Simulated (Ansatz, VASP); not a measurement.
## Na in VASP and in Ansatz

```
Na
1.0
    -1.88829    1.88829    2.63728
     1.88829   -1.88829    2.63728
     1.88829    1.88829   -2.63728
Na
1
Direct
  0.00000 0.00000 0.00000
```

Alike in both runs: task single point; functional PBE; k mesh 10 × 10 × 10; occupations fermi-dirac, width 0.05 eV; no spin polarisation.

```csv
,VASP,Ansatz
version,VASP 6.6.1,Ansatz 0.2.0
potentials or method,"VASP PAW PBE potentials, release 64 (Na_pv), cutoff 520 eV","all-electron LAPW, scalar-relativistic"
```

```csv
,VASP,Ansatz,Ansatz less VASP
gap on the k mesh at the Fermi level (eV),none,none,-
pressure (GPa),-0.1,-0.1,+0.01
```

A gap of «none» marks a metal or a gap that the smearing closes. Ansatz ran all-electron here, and VASP with PAW potentials.
